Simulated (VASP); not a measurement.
# NaH (I4/mmm) in VASP: a series of runs

Runs on NaH. Level: PBEsol. Tasks: electric field gradients.

All numbers are computed with VASP 6.6.1; they aren't measurements. Logs are shortened: lines on timing, memory, paths and dates and some standing lists are left out, and cuts for length are marked.

## 1. The cell of the first run

Symmetry: I4/mmm, No. 139, tetragonal system. Conventional cell: a = 3.451 Å, b = 3.451 Å, c = 4.831 Å, α = 90.00°, β = 90.00°, γ = 90.00°. Na (site symmetry 4/mmm) has 6 H at 2.42 to 2.44 Å within 3.2 Å. H (site symmetry 4/mmm) has 6 Na at 2.42 to 2.44 Å within 3.2 Å.

## 2. Electric field gradients, PBEsol (zz strain of -1 %)

Input file INCAR:

```
SYSTEM = NaH
PREC = Accurate
ENCUT = 520
EDIFF = 1E-8
ISMEAR = -1
SIGMA = 0.03
LREAL = .FALSE.
LASPH = .TRUE.
NELM = 60
ALGO = Normal
ISIF = 2
LWAVE = .FALSE.
LCHARG = .FALSE.
GGA = PS
LEFG = .TRUE.
NBANDS = 11
```

Input file KPOINTS:

```
regular mesh
0
G
  9 9 9
  0 0 0
```

Input file POSCAR:

```
NaH
1.0
    0.0000000000      2.4400000000      2.4156000000
    2.4400000000      0.0000000000      2.4156000000
    2.4400000000      2.4400000000      0.0000000000
Na H
1 1
Direct
    0.0000000000      0.0000000000      0.0000000000
    0.5000000000      0.5000000000      0.5000000000
```

Potentials or basis: VASP PAW PBE potentials, release 64 (Na_pv, H).

Run with:

```bash
> cat potpaw_PBE.64/Na_pv/POTCAR potpaw_PBE.64/H/POTCAR > POTCAR
> mpirun -np 1 vasp_std > vasp.out
```

OUTCAR:

```text
SYSTEM = NaH
   PREC = Accurate
   ENCUT = 520
   EDIFF = 1E-8
   ISMEAR = -1
   LREAL = .FALSE.
   LASPH = .TRUE.
   NELM = 60
   ISIF = 2
   GGA = PS

 ion  position               nearest neighbor table
   1  0.000  0.000  0.000-
   2  0.500  0.500  0.500-

  LATTYP: Found a body centered tetragonal cell.
 ALAT       =     3.4506810922
 C/A-ratio  =     1.4000714267

  Lattice vectors:

 A1 = (   0.0000000000,  -2.4400000000,  -2.4156000000)
 A2 = (   0.0000000000,   2.4400000000,  -2.4156000000)
 A3 = (   2.4400000000,   0.0000000000,   2.4156000000)

Analysis of symmetry for initial positions (statically):
=====================================================================
 Subroutine PRICEL returns:
 Original cell was already a primitive cell.

 Routine SETGRP: Setting up the symmetry group for a
 body centered tetragonal supercell.

 Subroutine GETGRP returns: Found 16 space group operations
 (whereof 16 operations were pure point group operations)
 out of a pool of 16 trial point group operations.

The static configuration has the point symmetry D_4h.

Analysis of symmetry for dynamics (positions and initial velocities):
=====================================================================
 Subroutine PRICEL returns:
 Original cell was already a primitive cell.

 Routine SETGRP: Setting up the symmetry group for a
 body centered tetragonal supercell.

 Subroutine GETGRP returns: Found 16 space group operations
 (whereof 16 operations were pure point group operations)
 out of a pool of 16 trial point group operations.

The dynamic configuration has the point symmetry D_4h.

 Subroutine INISYM returns: Found 16 space group operations
 (whereof 16 operations are pure point group operations),
 and found     1 'primitive' translations

----------------------------------------------------------------------------------------

                                     Primitive cell

  volume of cell :      28.7630

  direct lattice vectors                    reciprocal lattice vectors
     0.000000000  2.440000000  2.415600000    -0.204918033  0.204918033  0.206987912
[... 126 lines left out ...]
 Free energy of the ion-electron system (eV)
  ---------------------------------------------------
  ext. energy  EPLUGINS =         0.00000000
  ---------------------------------------------------
  free energy    TOTEN  =        -5.08217220 eV

  energy without entropy =       -5.08217220  energy(sigma->0) =       -5.08217220

 E-fermi :  -0.4849     XC(G=0):  -7.8238

 val. band max:       -1.2034502165   @ k =  -0.3333   0.4444   0.1111
 cond. band min:       2.6165171627   @ k =  -0.4444   0.0000   0.1111
 fundamental gap:      3.8199673792
 Fermi energy:        -0.4848970824

 k-point     1 :       0.0000    0.0000    0.0000
  band No.  band energies     occupation
      1     -23.1867      2.00000
      2     -23.1867      2.00000
      3     -23.1835      2.00000
      4      -4.8221      2.00000
      5       9.0908      0.00000
      6      14.0859      0.00000
      7      14.0859      0.00000
      8      14.1370      0.00000
      9      15.0020      0.00000
     10      15.0020      0.00000
     11      15.0091      0.00000
[... 309 lines left out ...]
 k-point    24 :       0.4444    0.4444    0.0000
  band No.  band energies     occupation
      1     -23.2623      2.00000
      2     -23.2175      2.00000
      3     -23.2175      2.00000
      4      -1.4894      2.00000
      5       3.5217      0.00000
      6       8.5634      0.00000
      7       9.2082      0.00000
      8       9.2082      0.00000
      9      10.4858      0.00000
     10      21.8866      0.00000
     11      23.5712      0.00000

 [... further k-points ...]
[... 5 lines left out ...]
  --------------------------------------------------------------------------------------
  -------------------------------------------------------------------------------------
  Total       -0.1959562     -0.1959562     -0.1429334      0.0000000      0.0000000     -0.0000000
  in kB      -10.9152817    -10.9152817     -7.9617709      0.0000000      0.0000000     -0.0000000
  external PRESSURE =      -9.9307781 kB  Pullay stress =       0.0000000 kB

 VOLUME and BASIS-vectors are now :
 -----------------------------------------------------------------------------
  energy-cutoff  :      520.00
  volume of cell :       28.76
      direct lattice vectors                 reciprocal lattice vectors
     0.000000000  2.440000000  2.415600000    -0.204918033  0.204918033  0.206987912
     2.440000000  0.000000000  2.415600000     0.204918033 -0.204918033  0.206987912
     2.440000000  2.440000000  0.000000000     0.204918033  0.204918033 -0.206987912

 POSITION                                       TOTAL-FORCE (eV/Angst)
 -----------------------------------------------------------------------------------
      0.00000      0.00000      0.00000        -0.000000      0.000000      0.000000
      2.44000      2.44000      2.41560         0.000000     -0.000000      0.000000
 -----------------------------------------------------------------------------------
    total drift:                               -0.000000     -0.000000     -0.000000

  FREE ENERGIE OF THE ION-ELECTRON SYSTEM (eV)
  ---------------------------------------------------
  free  energy   TOTEN  =        -5.0821721986 eV

  energy  without entropy=       -5.0821721986  energy(sigma->0) =       -5.08217220

 Electric field gradients (V/A^2)
---------------------------------------------------------------------
 ion       V_xx      V_yy      V_zz      V_xy      V_xz      V_yz
---------------------------------------------------------------------
   1       0.458     0.458    -0.916     0.001     0.001     0.001
   2      -0.050    -0.050     0.101     0.001     0.001     0.001
---------------------------------------------------------------------

 Electric field gradients after diagonalization (V/A^2)
 (convention: |V_zz| > |V_xx| > |V_yy|)
----------------------------------------------------------------------
 ion       V_xx      V_yy      V_zz     asymmetry (V_yy - V_xx)/ V_zz
----------------------------------------------------------------------
   1       0.459     0.457    -0.916       0.002
   2      -0.051    -0.050     0.101       0.016
----------------------------------------------------------------------

           NMR quadrupolar parameters

 Cq : quadrupolar parameter    Cq=e*Q*V_zz/h
 eta: asymmetry parameters     (V_yy - V_xx)/ V_zz
 Q  : nuclear electric quadrupole moment in mb (millibarn)
----------------------------------------------------------------------
 ion       Cq(MHz)       eta       Q (mb)
----------------------------------------------------------------------
   1      -0.002       0.002       1.000
   2       0.000       0.016       1.000
----------------------------------------------------------------------
```

stdout:

```text
POSCAR found type information on POSCAR NaH
 POSCAR found :  2 types and       2 ions
 scaLAPACK will be used
 -----------------------------------------------------------------------------
|                                                                             |
|                                                                             |
|     You enforced a specific xc type in the INCAR file but a different       |
|     I HOPE YOU KNOW WHAT YOU ARE DOING!                                     |
|                                                                             |
 -----------------------------------------------------------------------------

 LDA part: xc-table for (Slater+PW92), standard interpolation
 POSCAR, INCAR and KPOINTS ok, starting setup
 FFT: planning ... GRIDC
 FFT: planning ... GRID_SOFT
 FFT: planning ... GRID
 WAVECAR not read
 entering main loop
ion   1

ion   2
```

Run time: 19 s. Hardware: 1 thread of Intel Xeon Platinum 8488C (Sapphire Rapids), shared host; peak memory 0.13 GiB.

What came out:

| Quantity | Value |
| --- | --- |
| Free energy | -5.0822 eV |
| Pressure | -1.0 GPa |
| Band gap on the k mesh | 3.82 eV, indirect (least direct gap 4.57 eV) |

Stress tensor (GPa, compression positive):
```
-1.09  0.00  0.00
 0.00 -1.09  0.00
 0.00  0.00 -0.80
```

Electric field gradients, principal values (V/Å²):
```tsv
atom	least	middle	greatest (by size)
1 Na	0.457	0.459	-0.916
2 H	-0.050	-0.051	0.101
```

Caveat: the cell differs from its parent crystal (zz strain of -1 %); without QUAD_EFG the Cq values of the log hold for a quadrupole moment of 1 mb, not for the nuclei; the PAW data sets were made with another functional, which shifts forces and pressure a little. A k mesh can miss the band edges.

## 3. Electric field gradients, PBEsol (zz strain of +1 %)

Input file INCAR:

```
PREC = Accurate
ENCUT = 520
EDIFF = 1E-8
ISMEAR = -1
SIGMA = 0.03
LREAL = False
LASPH = True
NELM = 60
ALGO = Normal
ISIF = 2
LWAVE = False
LCHARG = False
GGA = PS
LEFG = True
NBANDS = 11
```

Input file KPOINTS:

```
Automatic mesh
0
Gamma
  9 9 9
```

Input file POSCAR:

```
NaH
1.0
    0.0000000000      2.4400000000      2.4644000000
    2.4400000000      0.0000000000      2.4644000000
    2.4400000000      2.4400000000      0.0000000000
Na H
1 1
Direct
    0.0000000000      0.0000000000      0.0000000000
    0.5000000000      0.5000000000      0.5000000000
```

Potentials or basis: VASP PAW PBE potentials, release 64 (Na_pv, H).

Run with:

```bash
> cat potpaw_PBE.64/Na_pv/POTCAR potpaw_PBE.64/H/POTCAR > POTCAR
> mpirun -np 1 vasp_std > vasp.out
```

OUTCAR:

```text
PREC = Accurate
   ENCUT = 520
   EDIFF = 1E-8
   ISMEAR = -1
   LREAL = False
   LASPH = True
   NELM = 60
   ISIF = 2
   GGA = PS

 ion  position               nearest neighbor table
   1  0.000  0.000  0.000-
   2  0.500  0.500  0.500-

  LATTYP: Found a body centered tetragonal cell.
 ALAT       =     3.4506810922
 C/A-ratio  =     1.4283556980

  Lattice vectors:

 A1 = (  -2.4400000000,   0.0000000000,   2.4644000000)
 A2 = (   2.4400000000,   0.0000000000,   2.4644000000)
 A3 = (   0.0000000000,   2.4400000000,  -2.4644000000)

Analysis of symmetry for initial positions (statically):
=====================================================================
 Subroutine PRICEL returns:
 Original cell was already a primitive cell.

 Routine SETGRP: Setting up the symmetry group for a
[... 525 lines left out ...]
  energy-cutoff  :      520.00
  volume of cell :       29.34
      direct lattice vectors                 reciprocal lattice vectors
     0.000000000  2.440000000  2.464400000    -0.204918033  0.204918033  0.202889141
     2.440000000  0.000000000  2.464400000     0.204918033 -0.204918033  0.202889141
     2.440000000  2.440000000  0.000000000     0.204918033  0.204918033 -0.202889141

 POSITION                                       TOTAL-FORCE (eV/Angst)
 -----------------------------------------------------------------------------------
      0.00000      0.00000      0.00000         0.000000      0.000000     -0.000000
      2.44000      2.44000      2.46440        -0.000000     -0.000000      0.000000
 -----------------------------------------------------------------------------------
    total drift:                               -0.000000     -0.000000     -0.000000

  FREE ENERGIE OF THE ION-ELECTRON SYSTEM (eV)
  ---------------------------------------------------
  free  energy   TOTEN  =        -5.0780696702 eV

  energy  without entropy=       -5.0780696702  energy(sigma->0) =       -5.07806967

 Electric field gradients (V/A^2)
---------------------------------------------------------------------
 ion       V_xx      V_yy      V_zz      V_xy      V_xz      V_yz
---------------------------------------------------------------------
   1      -0.438    -0.438     0.877     0.002     0.002     0.002
   2       0.047     0.047    -0.094     0.001     0.001     0.001
---------------------------------------------------------------------

 Electric field gradients after diagonalization (V/A^2)
 (convention: |V_zz| > |V_xx| > |V_yy|)
----------------------------------------------------------------------
 ion       V_xx      V_yy      V_zz     asymmetry (V_yy - V_xx)/ V_zz
----------------------------------------------------------------------
   1      -0.440    -0.437     0.877       0.004
   2       0.048     0.046    -0.095       0.019
----------------------------------------------------------------------

           NMR quadrupolar parameters

 Cq : quadrupolar parameter    Cq=e*Q*V_zz/h
 eta: asymmetry parameters     (V_yy - V_xx)/ V_zz
 Q  : nuclear electric quadrupole moment in mb (millibarn)
----------------------------------------------------------------------
 ion       Cq(MHz)       eta       Q (mb)
----------------------------------------------------------------------
   1       0.002       0.004       1.000
   2      -0.000       0.019       1.000
----------------------------------------------------------------------
```

OSZICAR:

```text
N       E                     dE             d eps       ncg     rms          rms(c)
DAV:   1     0.365564918380E+02    0.36556E+02   -0.45547E+03  1650   0.736E+02
DAV:   2    -0.410137763113E+01   -0.40658E+02   -0.39939E+02  1735   0.195E+02
DAV:   3    -0.544013467242E+01   -0.13388E+01   -0.13365E+01  1993   0.334E+01
DAV:   4    -0.544989153129E+01   -0.97569E-02   -0.97559E-02  1942   0.279E+00
DAV:   5    -0.544997943589E+01   -0.87905E-04   -0.87904E-04  1918   0.272E-01    0.287E+00
DAV:   6    -0.515415620669E+01    0.29582E+00   -0.30383E-01  1995   0.314E+00    0.132E+00
DAV:   7    -0.507542690088E+01    0.78729E-01   -0.27335E-01  1866   0.219E+00    0.333E-01
DAV:   8    -0.507812748604E+01   -0.27006E-02   -0.67543E-03  1827   0.945E-01    0.593E-02
DAV:   9    -0.507807934902E+01    0.48137E-04   -0.75743E-04  2057   0.324E-01    0.191E-02
DAV:  10    -0.507806921834E+01    0.10131E-04   -0.43037E-05  1831   0.421E-02    0.295E-03
DAV:  11    -0.507806990181E+01   -0.68347E-06   -0.12107E-06  1933   0.644E-03    0.220E-03
DAV:  12    -0.507806966228E+01    0.23953E-06   -0.10599E-07  1881   0.213E-03    0.212E-04
DAV:  13    -0.507806967019E+01   -0.79035E-08   -0.48573E-09  1504   0.435E-04
   1 F= -.50780697E+01 E0= -.50780697E+01  d E =-.648207E-12
```

It took 22 s on 1 thread of Intel Xeon Platinum 8488C (Sapphire Rapids), shared host; peak memory 0.16 GiB.

What came out:

* Free energy: -5.0781 eV
* Pressure: -1.4 GPa
* Band gap on the k mesh: 3.79 eV, indirect (least direct gap 4.52 eV)

Electric field gradients, principal values (V/Å²):
| atom | least | middle | greatest (by size) |
| --- | --- | --- | --- |
| 1 Na | -0.437 | -0.440 | 0.877 |
| 2 H | 0.046 | 0.048 | -0.095 |

Caveat: the cell differs from its parent crystal (zz strain of +1 %); without QUAD_EFG the Cq values of the log hold for a quadrupole moment of 1 mb, not for the nuclei; the PAW data sets were made with another functional, which shifts forces and pressure a little.

[end of part 1 of 2]
